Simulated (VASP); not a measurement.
# ZnS (F-43m) in VASP: further runs

The runs below take ZnS through single point, with PBEsol.

Program: VASP 6.6.1. These are calculated values, not measurements. Logs are shortened: lines on timing, memory, paths and dates and some standing lists are left out, and cuts for length are marked.

**1. The cell of the first run**

It takes space group F-43m (No. 216, cubic). Conventional cell: a = 5.179 Å, b = 5.179 Å, c = 5.179 Å, α = 90.00°, β = 90.00°, γ = 90.00°. Within 3.0 Å of Zn (site symmetry -43m) lie 4 S at 2.24 Å. Within 3.0 Å of S (site symmetry -43m) lie 4 Zn at 2.24 Å.

**2. Single point, PBEsol**

The input, INCAR:

```
SYSTEM = ZnS
PREC = Accurate
ENCUT = 500
EDIFF = 1E-6
ISMEAR = 0
SIGMA = 0.01
LREAL = .False.
LASPH = .True.
NELM = 120
ALGO = Normal
ISIF = 2
LWAVE = .False.
LCHARG = .True.
GGA = PS
LELF = .True.
LVHAR = .True.
NBANDS = 16
GGA_COMPAT = .False.
```

The input, KPOINTS:

```
regular mesh
0
Gamma
  8 8 8
  0 0 0
```

The input, POSCAR:

```
ZnS
1.0
    2.5896986049      2.5896986049      0.0000000000
   -2.5896986049      2.5896986049      0.0000000000
    0.0000000000      2.5896986049      2.5896986049
Zn S
1 1
Direct
    0.7500000000      0.2500000000      0.5000000000
    0.0000000000      0.0000000000      0.0000000000
```

Potentials or basis: VASP PAW PBE potentials, release 64 (Zn, S).

The run is started by

```console
$ cat potpaw_PBE.64/Zn/POTCAR potpaw_PBE.64/S/POTCAR > POTCAR
$ mpirun -np 1 vasp_std > vasp.out
```

OUTCAR:

```text
SYSTEM = ZnS
   PREC = Accurate
   ENCUT = 500
   EDIFF = 1E-6
   ISMEAR = 0
   LREAL = .False.
   LASPH = .True.
   NELM = 120
   ISIF = 2
   GGA = PS

 ion  position               nearest neighbor table
   1  0.750  0.250  0.500-   2 2.24   2 2.24   2 2.24   2 2.24
   2  0.000  0.000  0.000-   1 2.24   1 2.24   1 2.24   1 2.24

  LATTYP: Found a face centered cubic cell.
 ALAT       =     5.1793972098

  Lattice vectors:

 A1 = (   0.0000000000,   2.5896986049,   2.5896986049)
 A2 = (   2.5896986049,   0.0000000000,   2.5896986049)
 A3 = (   2.5896986049,   2.5896986049,   0.0000000000)

Analysis of symmetry for initial positions (statically):
=====================================================================
 Subroutine PRICEL returns:
 Original cell was already a primitive cell.

 Routine SETGRP: Setting up the symmetry group for a
 face centered cubic supercell.

 Subroutine GETGRP returns: Found 24 space group operations
 (whereof 24 operations were pure point group operations)
 out of a pool of 48 trial point group operations.

The static configuration has the point symmetry T_d .

Analysis of symmetry for dynamics (positions and initial velocities):
=====================================================================
 Subroutine PRICEL returns:
 Original cell was already a primitive cell.

 Routine SETGRP: Setting up the symmetry group for a
 face centered cubic supercell.

 Subroutine GETGRP returns: Found 24 space group operations
 (whereof 24 operations were pure point group operations)
 out of a pool of 48 trial point group operations.

The dynamic configuration has the point symmetry T_d .

 Subroutine INISYM returns: Found 24 space group operations
 (whereof 24 operations are pure point group operations),
 and found     1 'primitive' translations

----------------------------------------------------------------------------------------

                                     Primitive cell

  volume of cell :      34.7358

  direct lattice vectors                    reciprocal lattice vectors
     2.589698605  2.589698605  0.000000000     0.193072661  0.193072661 -0.193072661
    -2.589698605  2.589698605  0.000000000    -0.193072661  0.193072661 -0.193072661
     0.000000000  2.589698605  2.589698605     0.000000000  0.000000000  0.386145321

  length of vectors
     3.662386890  3.662386890  3.662386890     0.334411658  0.334411658  0.386145321

  position of ions in fractional coordinates (direct lattice)
     0.750000000  0.250000000  0.500000000
     0.000000000  0.000000000  0.000000000

  ion indices of the primitive-cell ions
   primitive index   ion index
                 1           1
                 2           2

----------------------------------------------------------------------------------------

 KPOINTS: regular mesh

Automatic generation of k-mesh.
 Grid dimensions read from file:
 generate k-points for:    8    8    8

 Generating k-lattice:

  Cartesian coordinates                     Fractional coordinates (reciprocal lattice)
     0.024134083  0.024134083 -0.024134083     0.125000000  0.000000000  0.000000000
    -0.024134083  0.024134083 -0.024134083     0.000000000  0.125000000  0.000000000
     0.000000000  0.000000000  0.048268165     0.000000000  0.000000000  0.125000000

  Length of vectors
     0.041801457  0.041801457  0.048268165

  Shift w.r.t. Gamma in fractional coordinates (k-lattice)
     0.000000000  0.000000000  0.000000000

 Subroutine IBZKPT returns following result:
 ===========================================

 Found     29 irreducible k-points:

 Following reciprocal coordinates:
            Coordinates               Weight
  0.000000  0.000000  0.000000      1.000000
  0.125000  0.000000  0.000000      8.000000
  0.250000  0.000000  0.000000      8.000000
  0.375000  0.000000  0.000000      8.000000
  0.500000  0.000000  0.000000      4.000000
  0.125000  0.125000  0.000000     12.000000
[... 16 lines left out ...]
  0.375000  0.250000  0.125000     48.000000
  0.500000  0.250000  0.125000     24.000000
 [... further k-points ...]
   k-points           NKPTS =     29   k-points in BZ     NKDIM =     29   number of bands    NBANDS=     16
   number of dos      NEDOS =    301   number of ions     NIONS =      2
   total plane-waves  NPLWV =  21952
   dimension x,y,z NGX =    28 NGY =   28 NGZ =   28
   dimension x,y,z NGXF=    56 NGYF=   56 NGZF=   56
   ions per type =               1   1
   NGX,Y,Z   is equivalent  to a cutoff of  12.71, 12.71, 12.71 a.u.
   NGXF,Y,Z  is equivalent  to a cutoff of  25.42, 25.42, 25.42 a.u.
 SYSTEM =  ZnS
   PREC   = accura    normal or accurate (medium, high low for compatibility)
   ISTART =      0    job   : 0-new  1-cont  2-samecut
   ICHARG =      2    charge: 1-file 2-atom 10-const
   ISPIN  =      1    spin polarized calculation?
   LNONCOLLINEAR =      F non collinear calculations
   LSORBIT =      F    spin-orbit coupling
   LASPH  =      T    aspherical Exc in radial PAW
   ENCUT  =  500.0 eV  36.75 Ry    6.06 a.u.   6.68  6.68  6.68*2*pi/ulx,y,z
   NELM   =    120;   NELMIN=  2; NELMDL= -5     # of ELM steps
   EDIFF  = 0.1E-05   stopping-criterion for ELM
   LREAL  =      F    real-space projection
   EDIFFG = 0.1E-04   stopping-criterion for IOM
   NSW    =      0    number of steps for IOM
   IBRION =     -1    ionic relax: 0-MD 1-quasi-New 2-CG
   NFREE  =      0    steps in history (QN), initial steepest desc. (CG)
   ISIF   =      2    stress and relaxation
   ISYM   =      2    0-nonsym 1-usesym 2-fastsym
   POTIM  = 0.5000    time-step for ionic-motion
   TEBEG  =    0.0;   TEEND  =   0.0 temperature during run
   PSTRESS=    0.0 pullay stress
   NELECT =      18.0000    total number of electrons
   NUPDOWN=      -1.0000    fix difference up-down
   EMIN   =  10.00;   EMAX   =-10.00  energy-range for DOS
   EFERMI =   0.00;   METHOD = LEGACY
   ISMEAR =     0;   SIGMA  =   0.01  broadening in eV -4-tet -1-fermi 0-gaus
   EFERMI_NEDOS =   21; number of points for ismear=-14 and -15
   IALGO  =     38    algorithm
   IMIX   =      4    mixing-type and parameters
     AMIX     =   0.40;   BMIX     =  1.00
     AMIX_MAG =   1.60;   BMIX_MAG =  1.00
  volume/ion in A,a.u.               =      17.37       117.20
  Fermi-wavevector in a.u.,A,eV,Ry     =   1.314942  2.484879 23.525443  1.729071
  Thomas-Fermi vector in A             =   2.445159
   LORBIT       =      0    0 simple, 1 ext, 2 COOP (PROOUT), +10 PAW based schemes
   GGA     = PS    functional components
   LHFCALC =     F    Hartree Fock is set to
   AEXX    =    0.0000 exact exchange contribution
   IVDW    =     0    specifies the selected vdW correction
   LEPSILON=     F    determine dielectric tensor
   LRPA    =     F    only Hartree local field effects (RPA)
 non-spin polarized calculation
 Gauss-broadening in eV      SIGMA  =   0.01
  energy-cutoff  :      500.00
  volume of cell :       34.74
 maximum number of plane-waves:       903
   NGX = 13   NGY = 13   NGZ = 13

 number of electron      17.9999987 magnetization

 Free energy of the ion-electron system (eV)
  ---------------------------------------------------
  ext. energy  EPLUGINS =         0.00000000
  ---------------------------------------------------
  free energy    TOTEN  =        -7.47754840 eV

  energy without entropy =       -7.47754840  energy(sigma->0) =       -7.47754840

 E-fermi :   3.3460     XC(G=0): -10.4599

 val. band max:        3.2979580760   @ k =   0.0000   0.0000   0.0000
 cond. band min:       5.8442805660   @ k =   0.0000   0.0000   0.0000
 fundamental gap:      2.5463224900
 Fermi energy:         3.3460022146

 k-point     1 :       0.0000    0.0000    0.0000
  band No.  band energies     occupation
      1     -10.8394      2.00000
      2      -3.6860      2.00000
      3      -3.6860      2.00000
      4      -3.6860      2.00000
      5      -3.0251      2.00000
      6      -3.0251      2.00000
[... 8 lines left out ...]
     15      15.1711      0.00000
     16      15.6511      0.00000

 k-point     2 :       0.1250    0.0000    0.0000
  band No.  band energies     occupation
      1     -10.6930      2.00000
      2      -3.6991      2.00000
      3      -3.6588      2.00000
      4      -3.6588      2.00000
      5      -3.0279      2.00000
      6      -3.0279      2.00000
[... 8 lines left out ...]
     15      14.4836      0.00000
     16      16.3622      0.00000

 k-point     3 :       0.2500    0.0000    0.0000
  band No.  band energies     occupation
      1     -10.3048      2.00000
      2      -3.6872      2.00000
      3      -3.5996      2.00000
      4      -3.5996      2.00000
      5      -3.0241      2.00000
      6      -3.0241      2.00000
[... 8 lines left out ...]
     15      14.2765      0.00000
     16      15.6313      0.00000

 k-point     4 :       0.3750    0.0000    0.0000
  band No.  band energies     occupation
      1      -9.8511      2.00000
      2      -3.5537      2.00000
      3      -3.5537      2.00000
      4      -3.5011      2.00000
      5      -3.0002      2.00000
      6      -3.0002      2.00000
[... 8 lines left out ...]
     15      15.5519      0.00000
     16      15.5519      0.00000
[... 324 lines left out ...]
 k-point    22 :       0.2500    0.2500    0.1250
  band No.  band energies     occupation
      1      -9.9968      2.00000
      2      -3.7294      2.00000
      3      -3.5231      2.00000
      4      -3.4919      2.00000
      5      -3.0630      2.00000
      6      -2.9725      2.00000
[... 8 lines left out ...]
     15      16.3881      0.00000
     16      18.8634      0.00000

 k-point    23 :       0.3750    0.2500    0.1250
  band No.  band energies     occupation
      1      -9.6137      2.00000
      2      -3.5952      2.00000
      3      -3.4922      2.00000
      4      -3.3575      2.00000
      5      -3.0093      2.00000
      6      -2.9449      2.00000
[... 8 lines left out ...]
     15      17.5989      0.00000
     16      18.0915      0.00000

 k-point    24 :       0.5000    0.2500    0.1250
  band No.  band energies     occupation
      1      -9.4384      2.00000
      2      -3.5486      2.00000
      3      -3.4586      2.00000
      4      -3.1499      2.00000
      5      -3.0131      2.00000
      6      -2.6986      2.00000
[... 8 lines left out ...]
     15      17.1045      0.00000
     16      18.1252      0.00000

 [... further k-points ...]

------------------------ aborting loop because EDIFF is reached ----------------------------------------

  FORCE on cell =-STRESS in cart. coord.  units (eV):
  Direction    XX          YY          ZZ          XY          YZ          ZX
  --------------------------------------------------------------------------------------
  -------------------------------------------------------------------------------------
  Total        2.2112671      2.2112671      2.2112671      0.0000000      0.0000000      0.0000000
  in kB      101.9938799    101.9938799    101.9938799      0.0000000      0.0000000      0.0000000
  external PRESSURE =     101.9938799 kB  Pullay stress =       0.0000000 kB

 VOLUME and BASIS-vectors are now :
 -----------------------------------------------------------------------------
  energy-cutoff  :      500.00
  volume of cell :       34.74
      direct lattice vectors                 reciprocal lattice vectors
     2.589698605  2.589698605  0.000000000     0.193072661  0.193072661 -0.193072661
    -2.589698605  2.589698605  0.000000000    -0.193072661  0.193072661 -0.193072661
     0.000000000  2.589698605  2.589698605     0.000000000  0.000000000  0.386145321

 POSITION                                       TOTAL-FORCE (eV/Angst)
 -----------------------------------------------------------------------------------
      1.29485      3.88455      1.29485        -0.000000     -0.000000      0.000000
      0.00000      0.00000      0.00000         0.000000      0.000000     -0.000000
 -----------------------------------------------------------------------------------
    total drift:                               -0.000001      0.000000     -0.000000

  FREE ENERGIE OF THE ION-ELECTRON SYSTEM (eV)
  ---------------------------------------------------
  free  energy   TOTEN  =        -7.4775484036 eV

  energy  without entropy=       -7.4775484036  energy(sigma->0) =       -7.47754840
```

Wall time 32 s (1 thread of Intel Xeon 8259CL, shared host); peak memory 0.16 GiB.

What came out:

* Free energy: -7.4775 eV
* Pressure: 10.2 GPa
* Band gap on the k mesh: 2.55 eV

Levels at points of the mesh, in eV from the valence-band top:
```csv
k point,band 7,band 8,band 9,band 10,band 11,band 12
"(0.00, 0.00, 0.00)",0.00,0.00,0.00,2.55,6.18,6.18
"(0.50, 0.00, 0.00)",-6.02,-1.08,-1.08,3.42,6.72,6.72
"(0.50, 0.50, 0.00)",-5.13,-2.75,-2.75,2.92,3.88,11.81
```

Caveat: the cell stands under pressure; the PAW data sets were made with another functional, which shifts forces and pressure a little.

**3. Single point, PBEsol**

This run uses another cell than the first one, of 18.75 Å³/atom.

The input, INCAR:

```
SYSTEM = ZnS
PREC = Accurate ; ENCUT = 500
EDIFF = 1E-6 ; ISMEAR = 0
SIGMA = 0.01 ; LREAL = .FALSE.
LASPH = .TRUE. ; NELM = 120
ALGO = Normal ; ISIF = 2
LWAVE = .FALSE. ; LCHARG = .TRUE.
GGA = PS ; LELF = .TRUE.
LVHAR = .TRUE. ; NBANDS = 16
GGA_COMPAT = .FALSE.
```

The input, KPOINTS:

```
Automatic mesh
0
G
  8 8 8
  0 0 0
```

The input, POSCAR:

```
ZnS
1.0
    2.6565693188      2.6565693188      0.0000000000
   -2.6565693188      2.6565693188      0.0000000000
    0.0000000000      2.6565693188      2.6565693188
Zn S
1 1
Direct
    0.7500000000      0.2500000000      0.5000000000
    0.0000000000      0.0000000000      0.0000000000
```

Potentials or basis: VASP PAW PBE potentials, release 64 (Zn, S).

The run is started by

```console
$ cat potpaw_PBE.64/Zn/POTCAR potpaw_PBE.64/S/POTCAR > POTCAR
$ mpirun -np 1 vasp_std > vasp.out
```

Run time: 34 s. Hardware: 1 thread of Intel Xeon 8259CL, shared host; peak memory 0.16 GiB.

It converged, with:

```
Free energy            : -7.5813 eV
Pressure               : 2.2 GPa
Band gap on the k mesh : 2.20 eV
```

Levels at points of the mesh, in eV from the valence-band top:
```tsv
k point	band 5	band 6	band 7	band 8	band 9	band 10	band 11	band 12	band 13	band 14
(0.00, 0.00, 0.00)	-6.03	-6.03	0.00	0.00	0.00	2.20	6.27	6.27	6.27	11.79
(0.50, 0.00, 0.00)	-6.00	-5.83	-5.69	-0.95	-0.95	3.29	6.80	6.80	8.88	12.20
(0.50, 0.50, 0.00)	-5.94	-5.80	-4.81	-2.44	-2.44	3.12	3.95	11.20	12.23	12.23
```

Caveat: the PAW data sets were made with another functional, which shifts forces and pressure a little.
